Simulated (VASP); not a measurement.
# MgO (Fm-3m) in VASP: further runs, part 3 of 3

VASP 6.6.1. The steps go on from the part before.

## Step 4: Single point, PBE0

File POSCAR:

```
MgO
1.0
    0.0000000000      2.1268522623      2.1268522623
    2.1268522623      0.0000000000      2.1268522623
    2.1268522623      2.1268522623      0.0000000000
Mg O
1 1
Direct
    0.0000000000      0.0000000000      0.0000000000
    0.5000000000      0.5000000000      0.5000000000
```

File INCAR.step1:

```
PREC = Accurate
ENCUT = 520
EDIFF = 1E-5
ISMEAR = 0
SIGMA = 0.02
LREAL = False
LASPH = True
NELM = 100
ALGO = Normal
ISIF = 2
LWAVE = True
LCHARG = False
GGA = PE
NBANDS = 11
```

File INCAR.step2:

```
PREC = Accurate
ENCUT = 520
EDIFF = 1E-7
ISMEAR = 0
SIGMA = 0.02
LREAL = False
LASPH = True
NELM = 100
ALGO = Normal
ISIF = 2
LWAVE = False
LCHARG = False
GGA = PE
LHFCALC = True
AEXX = 0.25
PRECFOCK = Normal
ISTART = 1
NBANDS = 11
```

File KPOINTS:

```
Automatic mesh
0
Gamma
  8 8 8
```

Potentials or basis: VASP PAW PBE potentials, release 64 (Mg, O).

On the command line:

```console
$ cat potpaw_PBE.64/Mg/POTCAR potpaw_PBE.64/O/POTCAR > POTCAR
$ cp INCAR.step1 INCAR
$ mpirun -np 1 vasp_std > vasp.out
$ cp INCAR.step2 INCAR
$ mpirun -np 1 vasp_std > vasp.out
```

OUTCAR:

```text
PREC = Accurate
   ENCUT = 520
   EDIFF = 1E-7
   ISMEAR = 0
   LREAL = False
   LASPH = True
   NELM = 100
   ISIF = 2
   GGA = PE
   LHFCALC = True
   AEXX = 0.25
   PRECFOCK = Normal
   ISTART = 1

 ion  position               nearest neighbor table
   1  0.000  0.000  0.000-   2 2.13   2 2.13   2 2.13   2 2.13   2 2.13   2 2.13
   2  0.500  0.500  0.500-   1 2.13   1 2.13   1 2.13   1 2.13   1 2.13   1 2.13

  LATTYP: Found a face centered cubic cell.
 ALAT       =     4.2537045246

  Lattice vectors:

 A1 = (   0.0000000000,   2.1268522623,   2.1268522623)
 A2 = (   2.1268522623,   0.0000000000,   2.1268522623)
 A3 = (   2.1268522623,   2.1268522623,   0.0000000000)

Analysis of symmetry for initial positions (statically):
=====================================================================
 Subroutine PRICEL returns:
 Original cell was already a primitive cell.

 Routine SETGRP: Setting up the symmetry group for a
 face centered cubic supercell.

 Subroutine GETGRP returns: Found 48 space group operations
 (whereof 48 operations were pure point group operations)
 out of a pool of 48 trial point group operations.

The static configuration has the point symmetry O_h .

Analysis of symmetry for dynamics (positions and initial velocities):
=====================================================================
 Subroutine PRICEL returns:
 Original cell was already a primitive cell.

 Routine SETGRP: Setting up the symmetry group for a
 face centered cubic supercell.

 Subroutine GETGRP returns: Found 48 space group operations
 (whereof 48 operations were pure point group operations)
 out of a pool of 48 trial point group operations.

The dynamic configuration has the point symmetry O_h .

 Subroutine INISYM returns: Found 48 space group operations
 (whereof 48 operations are pure point group operations),
 and found     1 'primitive' translations

----------------------------------------------------------------------------------------

                                     Primitive cell

  volume of cell :      19.2416

  direct lattice vectors                    reciprocal lattice vectors
     0.000000000  2.126852262  2.126852262    -0.235089201  0.235089201  0.235089201
     2.126852262  0.000000000  2.126852262     0.235089201 -0.235089201  0.235089201
     2.126852262  2.126852262  0.000000000     0.235089201  0.235089201 -0.235089201

  length of vectors
     3.007823315  3.007823315  3.007823315     0.407186441  0.407186441  0.407186441

  position of ions in fractional coordinates (direct lattice)
     0.000000000  0.000000000  0.000000000
     0.500000000  0.500000000  0.500000000

  ion indices of the primitive-cell ions
   primitive index   ion index
                 1           1
                 2           2

----------------------------------------------------------------------------------------

 KPOINTS: Automatic mesh

Automatic generation of k-mesh.
 Grid dimensions read from file:
 generate k-points for:    8    8    8

 Generating k-lattice:

  Cartesian coordinates                     Fractional coordinates (reciprocal lattice)
[... 49 lines left out ...]
   NGXF,Y,Z  is equivalent  to a cutoff of  26.53, 26.53, 26.53 a.u.
 SYSTEM =  unknown system
   PREC   = accura    normal or accurate (medium, high low for compatibility)
   ISTART =      1    job   : 0-new  1-cont  2-samecut
   ICHARG =      0    charge: 1-file 2-atom 10-const
   ISPIN  =      1    spin polarized calculation?
   LNONCOLLINEAR =      F non collinear calculations
   LSORBIT =      F    spin-orbit coupling
   LASPH  =      T    aspherical Exc in radial PAW
   ENCUT  =  520.0 eV  38.22 Ry    6.18 a.u.   5.59  5.59  5.59*2*pi/ulx,y,z
   NELM   =    100;   NELMIN=  2; NELMDL=  0     # of ELM steps
   EDIFF  = 0.1E-06   stopping-criterion for ELM
   LREAL  =      F    real-space projection
   EDIFFG = 0.1E-05   stopping-criterion for IOM
   NSW    =      0    number of steps for IOM
   IBRION =     -1    ionic relax: 0-MD 1-quasi-New 2-CG
   NFREE  =      0    steps in history (QN), initial steepest desc. (CG)
   ISIF   =      2    stress and relaxation
   ISYM   =      3    0-nonsym 1-usesym 2-fastsym
   POTIM  = 0.5000    time-step for ionic-motion
   TEBEG  =    0.0;   TEEND  =   0.0 temperature during run
   PSTRESS=    0.0 pullay stress
   NELECT =       8.0000    total number of electrons
   NUPDOWN=      -1.0000    fix difference up-down
   EMIN   =  10.00;   EMAX   =-10.00  energy-range for DOS
   EFERMI =   0.00;   METHOD = LEGACY
   ISMEAR =     0;   SIGMA  =   0.02  broadening in eV -4-tet -1-fermi 0-gaus
   EFERMI_NEDOS =   21; number of points for ismear=-14 and -15
   IALGO  =     38    algorithm
   IMIX   =      1    mixing-type and parameters
     AMIX     =   0.40;   BMIX     =  1.00
     AMIX_MAG =   1.60;   BMIX_MAG =  1.00
  volume/ion in A,a.u.               =       9.62        64.92
  Fermi-wavevector in a.u.,A,eV,Ry     =   1.221868  2.308995 20.312962  1.492961
  Thomas-Fermi vector in A             =   2.357035
   LORBIT       =      0    0 simple, 1 ext, 2 COOP (PROOUT), +10 PAW based schemes
   GGA     = PE    functional components
   LHFCALC =     T    Hartree Fock is set to
   PRECFOCK=normal    Normal, Fast or Accurate (Low or Medium for compatibility)
   ENCUT4O =  -1.0   cutoff for four orbital integrals eV
   NKREDX  =     1    reduce k-point grid by
   NKREDY  =     1    reduce k-point grid by
   NKREDZ  =     1    reduce k-point grid by
   AEXX    =    0.2500 exact exchange contribution
   HFSCREEN=    0.0000 screening length (either q_TF or 0.3 A-1)
   HFSCREENC=   0.0000 screening length for correlation (either q_TF or 0.3 A-1)
   ENCUTFOCK=  -1.0 apply spherical cutoff to Coloumb kernel
   IVDW    =     0    specifies the selected vdW correction
   LEPSILON=     F    determine dielectric tensor
   LRPA    =     F    only Hartree local field effects (RPA)
 non-spin polarized calculation
 Gauss-broadening in eV      SIGMA  =   0.02
  energy-cutoff  :      520.00
  volume of cell :       19.24
 maximum number of plane-waves:       534
 NGX is ok and might be reduce to    24
  NGX = 18; NGY = 18; NGZ = 18

 number of electron       8.0000004 magnetization

 Free energy of the ion-electron system (eV)
  ---------------------------------------------------
  ext. energy  EPLUGINS =         0.00000000
  ---------------------------------------------------
  free energy    TOTEN  =       -14.77420525 eV

  energy without entropy =      -14.77420525  energy(sigma->0) =      -14.77420525

 E-fermi :   1.5338     XC(G=0):  -8.5870

 val. band max:        1.3407518907   @ k =   0.0000   0.0000   0.0000
 cond. band min:       8.2134727348   @ k =   0.0000   0.0000   0.0000
 fundamental gap:      6.8727208441
 Fermi energy:         1.5338196510

 k-point     1 :       0.0000    0.0000    0.0000
  band No.  band energies     occupation
      1     -17.3554      2.00000
      2       1.3408      2.00000
      3       1.3408      2.00000
      4       1.3408      2.00000
      5       8.2135      0.00000
      6      19.6882      0.00000
      7      19.6882      0.00000
      8      19.6882      0.00000
      9      23.5012      0.00000
     10      25.4519      0.00000
     11      25.4519      0.00000
[... 309 lines left out ...]
 k-point    24 :      -0.3750    0.2500    0.1250
  band No.  band energies     occupation
      1     -15.9297      2.00000
      2      -2.8404      2.00000
      3      -0.6780      2.00000
      4       0.3007      2.00000
      5      13.4292      0.00000
      6      16.1658      0.00000
      7      17.2686      0.00000
      8      20.7771      0.00000
      9      24.4345      0.00000
     10      26.0570      0.00000
     11      30.0145      0.00000

 [... further k-points ...]

------------------------ aborting loop because EDIFF is reached ----------------------------------------

  FORCE on cell =-STRESS in cart. coord.  units (eV):
  Direction    XX          YY          ZZ          XY          YZ          ZX
  --------------------------------------------------------------------------------------
  -------------------------------------------------------------------------------------
  Total       -0.7307486     -0.7307486     -0.7307486      0.0000000     -0.0000000      0.0000000
  in kB      -60.8466394    -60.8466394    -60.8466394      0.0000000     -0.0000000      0.0000000
  external PRESSURE =     -60.8466394 kB  Pullay stress =       0.0000000 kB

 VOLUME and BASIS-vectors are now :
 -----------------------------------------------------------------------------
  energy-cutoff  :      520.00
  volume of cell :       19.24
      direct lattice vectors                 reciprocal lattice vectors
     0.000000000  2.126852262  2.126852262    -0.235089201  0.235089201  0.235089201
     2.126852262  0.000000000  2.126852262     0.235089201 -0.235089201  0.235089201
     2.126852262  2.126852262  0.000000000     0.235089201  0.235089201 -0.235089201

 POSITION                                       TOTAL-FORCE (eV/Angst)
 -----------------------------------------------------------------------------------
      0.00000      0.00000      0.00000        -0.000000      0.000000     -0.000000
      2.12685      2.12685      2.12685         0.000000     -0.000000      0.000000
 -----------------------------------------------------------------------------------
    total drift:                               -0.000000      0.000000      0.000000

  FREE ENERGIE OF THE ION-ELECTRON SYSTEM (eV)
  ---------------------------------------------------
  free  energy   TOTEN  =       -14.7742052493 eV

  energy  without entropy=      -14.7742052493  energy(sigma->0) =      -14.77420525
```

OUTCAR.step1:

```text
PREC = Accurate
   ENCUT = 520
   EDIFF = 1E-5
   ISMEAR = 0
   LREAL = False
[... 559 lines left out ...]
      0.00000      0.00000      0.00000         0.000000      0.000000     -0.000000
      2.12685      2.12685      2.12685        -0.000000     -0.000000      0.000000
 -----------------------------------------------------------------------------------
    total drift:                               -0.000000     -0.000000      0.000000

  FREE ENERGIE OF THE ION-ELECTRON SYSTEM (eV)
  ---------------------------------------------------
  free  energy   TOTEN  =       -11.9116835750 eV

  energy  without entropy=      -11.9116835750  energy(sigma->0) =      -11.91168358
```

Wall time 37 min (1 thread of Intel Xeon 8259CL, shared host); peak memory 0.17 GiB.

What came out:

```yaml
Free_energy: -14.7742 eV
Pressure: -6.1 GPa
Band_gap_on_the_k_mesh: 6.87 eV
```

Levels at points of the mesh, in eV from the valence-band top:
```tsv
k point	band 1	band 2	band 3	band 4	band 5	band 6	band 7	band 8
(0.00, 0.00, 0.00)	-18.70	0.00	0.00	0.00	6.87	18.35	18.35	18.35
(0.50, 0.00, 0.00)	-17.42	-4.83	-0.69	-0.69	10.22	15.29	18.78	18.78
(0.50, 0.50, 0.00)	-17.16	-4.29	-1.44	-1.44	11.55	12.29	15.80	21.68
```

Caveat: the cell stands under tension; the PAW data sets were made with another functional, which shifts forces and pressure a little.

## Step 5: Summary

| level | potentials or basis | spin | k mesh | cutoff (eV) | grid for exact exchange (PRECFOCK) | share of exact exchange | screening parameter | gap on the mesh (eV) | pressure (GPa) |
| --- | --- | --- | --- | --- | --- | --- | --- | --- | --- |
| LDA | VASP PAW LDA potentials, release 64 (Mg_sv, O) | non-collinear, zero start, SOC | 10 × 10 × 10 | 840 | - | - | - | - | -9.8 |
| HSE06 | VASP PAW PBE potentials, release 64 (Mg, O) | off | 8 × 8 × 8 | 520 | Normal | 0.25 | 0.2079 1/Å | 6.13 | -6.1 |
| PBE0 | VASP PAW PBE potentials, release 64 (Mg, O) | off | 8 × 8 × 8 | 520 | Normal | 0.25 | - | 6.87 | -6.1 |

Alike in all rows: task single point; cell as given; smearing gaussian 0.02 eV.

Caveats: the cell stands under tension; the PAW data sets were made with another functional, which shifts forces and pressure a little (at least some runs).

Absolute energies hang on the potentials; compare differences alone.
